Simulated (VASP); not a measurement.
A run of VASP 6.6.1 is set up as follows.

INCAR

```
ALGO = Normal
EDIFF = 1E-7
ENCUT = 520
GGA = PE
ISIF = 2
ISMEAR = 0
IVDW = 12
LASPH = T
LCHARG = F
LREAL = F
LWAVE = F
NBANDS = 16
NELM = 60
PREC = Accurate
SIGMA = 0.02
```

The input KPOINTS:

```
k-points
0
Gamma
  8 12 8
```

File POSCAR:

```
C
1.0
    4.0132399761      0.0000000000     -0.0021988580
    0.0000000000      2.3170280172      0.0000000000
   -1.3354753281      0.0000000000      3.3339481515
C
4
Direct
    0.8333905536      0.0000000000      0.0001905367
    0.6666094464      0.5000000000      0.9998094633
    0.3333905536      0.5000000000      0.0001905367
    0.1666094464      0.0000000000      0.9998094633
```

Potentials or basis: VASP PAW PBE potentials, release 64 (C).

Launch:

```console
$ cat potpaw_PBE.64/C/POTCAR > POTCAR
$ mpirun -np 1 vasp_std > vasp.out
```

(1) Estimate the dispersion energy per atom.

(2) Predict the pressure.

Results:

(1) -0.144 eV.

(2) 69.4 GPa.

Caveat: the cell differs from its parent crystal (biaxial strain in the a-b plane: -6.0 %, then relaxed in part); the stress differs along the axes, from -0 to 104 GPa.
